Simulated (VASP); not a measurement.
# Re (P6/mmm) in VASP: a series of runs, part 2 of 2

VASP 6.6.1. The steps go on from the part before.

**4. Single point, PBE (14.59 Å³/atom)**

This run uses another cell than the first one, of 14.59 Å³/atom.

File INCAR:

```
ALGO = Normal
EDIFF = 1E-6
ENCUT = 520
GGA = PE
ISIF = 2
ISMEAR = -1
LASPH = T
LCHARG = F
LREAL = F
LWAVE = F
NBANDS = 18
NELM = 60
PREC = Accurate
SIGMA = 0.1
```

File KPOINTS:

```
k-points
0
Gamma
  9 9 13
```

File POSCAR:

```
Re
1.0
    4.3211087628      0.0000000000      0.0000000000
   -2.1605543814      3.7421899611      0.0000000000
    0.0000000000      0.0000000000      2.7072422592
Re
3
Direct
    0.0000000000      0.0000000000      1.0000000000
    0.3333333333      0.6666666667      0.5000000000
    0.6666666667      0.3333333333      0.5000000000
```

Potentials or basis: VASP PAW PBE potentials, release 64 (Re).

Started as:

```console
cat potpaw_PBE.64/Re/POTCAR > POTCAR
mpirun -np 1 vasp_std > vasp.out
```

OUTCAR:

```text
EDIFF = 1E-6
   ENCUT = 520
   GGA = PE
   ISIF = 2
   ISMEAR = -1
   LASPH = T
   LREAL = F
   NELM = 60
   PREC = Accurate

 ion  position               nearest neighbor table
   1  0.000  0.000  0.000-   2 2.84   3 2.84   2 2.84   3 2.84   2 2.84   2 2.84   3 2.84   3 2.84
                             3 2.84   3 2.84   2 2.84   2 2.84
   2  0.333  0.667  0.500-   3 2.49   3 2.49   3 2.49   1 2.84   1 2.84   1 2.84   1 2.84   1 2.84
                             1 2.84
[... 704 lines left out ...]
  Direction    XX          YY          ZZ          XY          YZ          ZX
  --------------------------------------------------------------------------------------
  -------------------------------------------------------------------------------------
  Total        4.2621850      4.2621850      3.7560172     -0.0000000      0.0000000      0.0000000
  in kB      155.9892713    155.9892713    137.4643253     -0.0000000      0.0000000      0.0000000
  external PRESSURE =     149.8142893 kB  Pullay stress =       0.0000000 kB

 VOLUME and BASIS-vectors are now :
 -----------------------------------------------------------------------------
  energy-cutoff  :      520.00
  volume of cell :       43.78
      direct lattice vectors                 reciprocal lattice vectors
     4.321108763  0.000000000  0.000000000     0.231422085  0.133611603  0.000000000
    -2.160554381  3.742189961  0.000000000     0.000000000  0.267223206  0.000000000
     0.000000000  0.000000000  2.707242259     0.000000000  0.000000000  0.369379577

 POSITION                                       TOTAL-FORCE (eV/Angst)
 -----------------------------------------------------------------------------------
      0.00000      0.00000      0.00000         0.000000      0.000000      0.000000
     -0.00000      2.49479      1.35362         0.000000     -0.000000      0.000000
      2.16055      1.24740      1.35362        -0.000000      0.000000     -0.000000
 -----------------------------------------------------------------------------------
    total drift:                               -0.000000      0.000000      0.000000

  FREE ENERGIE OF THE ION-ELECTRON SYSTEM (eV)
  ---------------------------------------------------
  free  energy   TOTEN  =       -36.7256692526 eV

  energy  without entropy=      -36.6567294303  energy(sigma->0) =      -36.69119934
```

OSZICAR:

```text
N       E                     dE             d eps       ncg     rms          rms(c)
DAV:   1     0.727747035931E+02    0.72775E+02   -0.97445E+03  5836   0.140E+03
DAV:   2    -0.307242467360E+02   -0.10350E+03   -0.95074E+02  5628   0.405E+02
DAV:   3    -0.382105993802E+02   -0.74864E+01   -0.65255E+01  4900   0.219E+02
DAV:   4    -0.386395828842E+02   -0.42898E+00   -0.41095E+00  5122   0.348E+01
DAV:   5    -0.386558709826E+02   -0.16288E-01   -0.16067E-01  4980   0.586E+00    0.536E+01
DAV:   6    -0.372628910351E+02    0.13930E+01   -0.15684E+00  5840   0.297E+01    0.234E+01
DAV:   7    -0.369413768689E+02    0.32151E+00   -0.21317E+00  5912   0.345E+01    0.413E+00
DAV:   8    -0.367359739880E+02    0.20540E+00   -0.88153E-01  5850   0.207E+01    0.109E+00
DAV:   9    -0.367259495699E+02    0.10024E-01   -0.29084E-02  5276   0.227E+00    0.123E-01
DAV:  10    -0.367256780348E+02    0.27154E-03   -0.12749E-03  5486   0.471E-01    0.807E-02
DAV:  11    -0.367256638947E+02    0.14140E-04   -0.10745E-04  5480   0.136E-01    0.344E-02
DAV:  12    -0.367256683064E+02   -0.44116E-05   -0.89840E-06  3290   0.680E-02    0.133E-02
DAV:  13    -0.367256692526E+02   -0.94628E-06   -0.89775E-07  1986   0.251E-02
   1 F= -.36725669E+02 E0= -.36691199E+02  d E =-.689398E-01
```

Run time: 36 s. Hardware: 1 thread of Intel Xeon Platinum 8488C (Sapphire Rapids), shared host; peak memory 0.19 GiB.

What came out:

```yaml
Free_energy: -36.7257 eV
Pressure: 15.0 GPa
Band_gap_on_the_k_mesh: zero (an odd number of electrons rules out a gap without spin polarisation)
```

Stress tensor (GPa, compression positive):
```
15.60  0.00  0.00
 0.00 15.60  0.00
 0.00  0.00 13.75
```

Levels at points of the mesh, in eV from the Fermi level:
| k point | band 8 | band 9 | band 10 | band 11 | band 12 | band 13 | band 14 | band 15 |
| --- | --- | --- | --- | --- | --- | --- | --- | --- |
| (0.00, 0.00, 0.00) | -1.97 | -0.84 | -0.84 | 0.02 | 0.02 | 0.07 | 0.07 | 4.48 |

Caveat: the cell stands under pressure; spin-orbit coupling is left out, which moves the levels of the heavy elements.

**5. Single point, PBE (15.20 Å³/atom)**

This run uses another cell than the first one, of 15.20 Å³/atom.

File INCAR:

```
PREC = Accurate
ENCUT = 520
EDIFF = 1E-7
ISMEAR = -1
SIGMA = 0.1
LREAL = False
LASPH = True
NELM = 80
ALGO = Normal
ISIF = 2
LWAVE = False
LCHARG = False
GGA = PE
NBANDS = 18
```

File KPOINTS:

```
Automatic mesh
0
Gamma
  9 9 13
```

File POSCAR:

```
Re
1.0
    4.3803093901      0.0000000000      0.0000000000
   -2.1901546950      3.7934592082      0.0000000000
    0.0000000000      0.0000000000      2.7443323786
Re
3
Direct
    0.0000000000      0.0000000000      1.0000000000
    0.3333333333      0.6666666667      0.5000000000
    0.6666666667      0.3333333333      0.5000000000
```

Started as:

```console
cat potpaw_PBE.64/Re/POTCAR > POTCAR
mpirun -np 1 vasp_std > vasp.out
```

Run time: 44 s. Hardware: 1 thread of Intel Xeon Platinum 8488C (Sapphire Rapids), shared host; peak memory 0.2 GiB.

It converged, with:

```
Free energy            : -36.8047 eV
Pressure               : -0.8 GPa
Band gap on the k mesh : zero (an odd number of electrons rules out a gap without spin polarisation)
```

Stress tensor (GPa, compression positive):
```
-0.71  0.00  0.00
 0.00 -0.71  0.00
 0.00  0.00 -0.83
```

Levels at points of the mesh, in eV from the Fermi level:
```csv
k point,band 7,band 8,band 9,band 10,band 11,band 12,band 13,band 14
"(0.00, 0.00, 0.00)",-2.78,-1.86,-0.78,-0.78,0.04,0.04,0.09,0.09
```

Caveat: spin-orbit coupling is left out, which moves the levels of the heavy elements.

**6. Single point, PBE (15.81 Å³/atom)**

This run uses another cell than the first one, of 15.81 Å³/atom.

File INCAR:

```
PREC = Accurate
ENCUT = 520
EDIFF = 1E-7
ISMEAR = -1
SIGMA = 0.1
LREAL = F
LASPH = T
NELM = 80
ALGO = Normal
ISIF = 2
LWAVE = F
LCHARG = F
GGA = PE
NBANDS = 18
```

KPOINTS is that of step 5.

File POSCAR:

```
Re
1.0
    4.4379516502      0.0000000000      0.0000000000
   -2.2189758251      3.8433788698      0.0000000000
    0.0000000000      0.0000000000      2.7804461566
Re
3
Direct
    0.0000000000      0.0000000000      1.0000000000
    0.3333333333      0.6666666667      0.5000000000
    0.6666666667      0.3333333333      0.5000000000
```

Potentials or basis: VASP PAW PBE potentials, release 64 (Re).

Started as:

```console
cat potpaw_PBE.64/Re/POTCAR > POTCAR
mpirun -np 1 vasp_std > vasp.out
```

Wall time 52 s (1 thread of Intel Xeon Platinum 8488C (Sapphire Rapids), shared host); peak memory 0.21 GiB.

The run converged. Its results:

```yaml
Free_energy: -36.7230 eV
Pressure: -13.4 GPa
Band_gap_on_the_k_mesh: zero (an odd number of electrons rules out a gap without spin polarisation)
```

Stress tensor (GPa, compression positive):
```
-13.80   0.00   0.00
  0.00 -13.80   0.00
  0.00   0.00 -12.48
```

Levels at points of the mesh, in eV from the Fermi level:
```csv
k point,band 8,band 9,band 10,band 11,band 12,band 13
"(0.00, 0.00, 0.00)",-1.77,-0.73,-0.73,0.05,0.05,0.10
```

Caveat: the cell stands under tension; spin-orbit coupling is left out, which moves the levels of the heavy elements.

**7. The runs side by side**

| cell | gap on the mesh (eV) | pressure (GPa) |
| --- | --- | --- |
| a = 4.198, b = 4.198, c = 2.630 Å, angles 90.0, 90.0, 120.0°, 3 atoms | none | 59.0 |
| a = 4.260, b = 4.260, c = 2.669 Å, angles 90.0, 90.0, 120.0°, 3 atoms | none | 34.6 |
| a = 4.321, b = 4.321, c = 2.707 Å, angles 90.0, 90.0, 120.0°, 3 atoms | none | 15.0 |
| a = 4.380, b = 4.380, c = 2.744 Å, angles 90.0, 90.0, 120.0°, 3 atoms | none | -0.8 |
| a = 4.438, b = 4.438, c = 2.780 Å, angles 90.0, 90.0, 120.0°, 3 atoms | none | -13.4 |

Alike in all rows: task single point; level PBE; potentials or basis VASP PAW PBE potentials, release 64 (Re); no spin polarisation; k mesh 9 × 9 × 13; cutoff (eV) 520; smearing fermi-dirac 0.1 eV.

Caveats: spin-orbit coupling is left out, which moves the levels of the heavy elements; the cell stands under pressure (at least some runs); the cell stands under tension (at least some runs).

Total energies depend on the potentials used, so only differences within one code and one set of settings carry meaning.
